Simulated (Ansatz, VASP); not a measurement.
## Two plane-wave programs on Au

File INCAR:

```
PREC = Accurate
ENCUT = 520
EDIFF = 1E-6
ISMEAR = 1
SIGMA = 0.1
LREAL = False
LASPH = True
NELM = 100
ALGO = Normal
ISIF = 2
LWAVE = False
LCHARG = False
GGA = PE
NBANDS = 12
```

Contents of KPOINTS:

```
regular mesh
0
Gamma
  13 13 13
```

File POSCAR:

```
Au
1.0
    0.0000000000      2.0782552709      2.0782552709
    2.0782552709      0.0000000000      2.0782552709
    2.0782552709      2.0782552709      0.0000000000
Au
1
Direct
    0.0000000000      0.0000000000      0.0000000000
```

Input for Ansatz:

```yaml
crystal:
  lattice:
    - [0.0, 2.0782552709, 2.0782552709]
    - [2.0782552709, 0.0, 2.0782552709]
    - [2.0782552709, 2.0782552709, 0.0]
  atoms:
    - { symbol: Au, position: [0.0, 0.0, 0.0] }
hamiltonian:
  xc: pbe
  pseudopotentials:
    kind: paw
    azcp:
      Au: "pseudopotentials/Au.paw.azcp"
basis:
  ecutwfc: 420
  fft_grid_basis: typed
kpoints:
  mp_grid: { grid: [13, 13, 13], shift: [0, 0, 0] }
magnetization:
  spin_polarized: false
scf:
  occupations: { method: methfessel_paxton, width: 0.1 }
  lower_state_search: "off"
output:
  stress: true
  write_density: true
  write_potential: true
  elf: true
  volumetric_format: npy
```

Alike in both runs: task single point; functional PBE; k mesh 13 × 13 × 13; occupations methfessel-paxton of order 1, width 0.1 eV; no spin polarisation.

|  | VASP | Ansatz |
| --- | --- | --- |
| version | VASP 6.6.1 | Ansatz 0.2.0 |
| potentials or method | VASP PAW PBE potentials, release 64 (Au), cutoff 520 eV | plane waves (420 eV) with PAW, scalar-relativistic |
| valence electrons in the cell | 11 | 19 |

Ansatz gave:

| Property | Result |
| --- | --- |
| pressure (GPa) | -0.2 |

Question: Estimate VASP's values.

Answer: Pressure (GPa): -0.4.

VASP's potentials hold 11 valence electrons a cell and Ansatz's 19, so a difference there can come from the potentials and not from the codes.

Neither program's run includes spin-orbit coupling.
